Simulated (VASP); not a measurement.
Runs of VASP 6.6.1 on HfO2. The structure is that of space group R-3m (No. 166), or close to it. The cells are those of the table. 

```tsv
cell	gap on the mesh (eV)	pressure (GPa)	largest force (eV/Å)
a = 3.415 Å, angles 63.6°, 3 atoms	3.92	(d)	1.30
a = 3.602 Å, angles 56.5°, 3 atoms	3.92	(a)	(c)
a = 3.725 Å, angles 54.8°, 3 atoms	(b)	0.3	0.58
a = 3.669 Å, angles 56.5°, 3 atoms	3.77	-1.9	0.47
a = 3.527 Å, angles 65.4°, 3 atoms	3.66	-16.0	1.00
```

Alike in all rows: task single point; level PBEsol; potentials or basis VASP PAW PBE potentials, release 64 (Hf_pv, O); no spin polarisation; k mesh 8 × 8 × 8; cutoff (eV) 520; smearing gaussian 0.05 eV.

Estimate the missing entries.

(a) 14.3; (b) 3.84; (c) 0.74; (d) 14.7.

Caveats: the PAW data sets were made with another functional, which shifts forces and pressure a little; spin-orbit coupling is left out, which moves the levels of the heavy elements.

A k mesh can miss the band edges, and the runs leave out spin-orbit coupling on Hf.
